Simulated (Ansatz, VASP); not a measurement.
Two plane-wave programs on Cd

```xyz
2
Lattice="-3.1609 3.0586 1.5835 3.0586 -3.1609 1.5835 3.0597 3.0597 -1.7709" Properties=species:S:1:pos:R:3 pbc="T T T"
Cd   -0.0812    6.0983   -0.1874
Cd   -0.0962    3.0536    0.6981
```

Alike in both runs: task single point; functional BLYP; k mesh 13 × 13 × 9; occupations fermi-dirac, width 0.1 eV; no spin polarisation.

|  | VASP | Ansatz |
| --- | --- | --- |
| version | VASP 6.6.1 | Ansatz 0.2.0 |
| potentials or method | VASP PAW PBE potentials, release 64 (Cd), cutoff 520 eV | plane waves (420 eV) with PAW, scalar-relativistic |
| valence electrons in the cell | 24 | 40 |

VASP gave:

```
pressure (GPa)                                                : 0.1
traceless stress, the component that is largest in VASP (GPa) : -0.19
```

Task: Estimate Ansatz's values.

Result: Pressure (GPa): 0.0; traceless stress, the component that is largest in VASP (GPa): -0.19.

VASP's potentials were made for PBE, not for BLYP. With one functional, cell and mesh, what is left measures potentials, basis and numerics. VASP's potentials hold 24 valence electrons a cell and Ansatz's 40, so a difference there can come from the potentials and not from the codes.
